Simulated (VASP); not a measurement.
A run of VASP 6.6.1 is set up as follows.

The input INCAR:

```
SYSTEM = Zr5Cu5Ag6
PREC = Accurate ; ENCUT = 400
EDIFF = 1E-6 ; ISMEAR = -1
SIGMA = 0.1396 ; LREAL = Auto
LASPH = .True. ; NELM = 120
ALGO = Normal ; ISIF = 2
LWAVE = .False. ; LCHARG = .False.
GGA = PE ; NBANDS = 104
ISYM = -1 ; GGA_COMPAT = .False.
```

Contents of KPOINTS:

```
explicit points
1
Reciprocal
  0.25000000   0.25000000   0.25000000 1
```

File POSCAR:

```
Zr5Cu5Ag6
1.0
    6.4823510000      0.1220010000      0.2142500000
    0.1220010000      6.7363030000     -0.0651200000
    0.2142500000     -0.0651200000      6.3738650000
Ag Zr Cu
6 5 5
Direct
    0.8022455527      0.7282483639      0.1787991154
    0.1136512932      0.5200691570      0.8976964705
    0.8667791180      0.3055865222      0.6608618740
    0.3638183079      0.7558640990      0.1626504166
    0.2990983863      0.2259605497      0.6926294676
    0.6014588771      0.4415601544      0.9514523500
    0.0919638802      0.4778443819      0.3780133349
    0.2835904498      0.1937168731      0.1123291110
    0.5594397577      0.0228226786      0.4026825552
    0.5925135549      0.9686411678      0.8391223981
    0.0584189710     -0.0604673957      0.4576700477
    0.0679251838      0.9375695520      0.9390744169
    0.7990010351      0.6798327466      0.5910364805
    0.6019733676      0.4268647778      0.3726786872
    0.3255832557      0.6746197595      0.5541552929
    0.8601304818      0.1887431459      0.1536824200
```

Potentials or basis: VASP PAW PBE potentials, release 64 (Ag, Zr_sv, Cu).

Command:

```console
$ cat potpaw_PBE.64/Ag/POTCAR potpaw_PBE.64/Zr_sv/POTCAR potpaw_PBE.64/Cu/POTCAR > POTCAR
$ mpirun -np 1 vasp_std > vasp.out
```

(1) Predict the largest force.

(2) Estimate the band gap on the k mesh.

(3) Estimate the pressure.

## Answers

(1) 3.150 eV/Å.

(2) zero (an odd number of electrons rules out a gap without spin polarisation).

(3) 8.1 GPa.

Caveat: the atoms stand as in a frame of molecular dynamics.
